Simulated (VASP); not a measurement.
Write the native input for VASP 6.6.1 that does the following.

```yaml
Task: single point
Functional: PBEsol
Potentials_or_basis: VASP PAW PBE potentials, release 64 (Pb_d, F)
Cutoff: 520 eV
k_mesh: 4 × 6 × 6
Occupations: gaussian, width 0.01 eV
Spin: no spin polarisation
Dipole_correction: no
Further_INCAR_settings: ALGO = Normal; EDIFF = 1e-06; NBANDS = 37
```

The structure of PbF2 lies in POSCAR:

```
PbF2
1.0
    6.1710418053      0.0000000000      0.0000000000
    0.0000000000      3.0752994414      3.0847597736
    0.0000000000     -3.0752994414      3.0847597736
Pb F
2 4
Direct
    0.5000000000      0.9774790000      0.9774790000
    0.0000000000      0.4774790000      0.4774790000
    0.7647730000      0.9736080000      0.4586660000
    0.2352270000      0.4586660000      0.9736080000
    0.7352270000      0.4736080000      0.9586660000
    0.2647730000      0.9586660000      0.4736080000
```

One way to write it, as run:

INCAR

```
  PREC = Accurate
  ENCUT = 520
  EDIFF = 1E-6
  ISMEAR = 0
  SIGMA = 0.01
  LREAL = False
  LASPH = True
  NELM = 80
  ALGO = Normal
  ISIF = 2
  LWAVE = False
  LCHARG = True
  GGA = PS
  LELF = True
  LVHAR = True
  NBANDS = 37
```

KPOINTS

```
Automatic mesh
0
Gamma
  4 6 6
```

Potentials or basis: VASP PAW PBE potentials, release 64 (Pb_d, F).

Run with:

```sh
$ cat potpaw_PBE.64/Pb_d/POTCAR potpaw_PBE.64/F/POTCAR > POTCAR
$ mpirun -np 1 vasp_std > vasp.out
```

It gave:

* Pressure: -7.3 GPa
* Largest force: 0.026 eV/Å
* Band gap on the k mesh: 4.25 eV

Caveat: the cell stands under tension; the PAW data sets were made with another functional, which shifts forces and pressure a little; spin-orbit coupling is left out, which moves the levels of the heavy elements.

It took 2.2 min on 1 thread of AMD EPYC 7R43 64-Core Processor (Zen 3), on a shared host, peak memory 0.25 GiB.
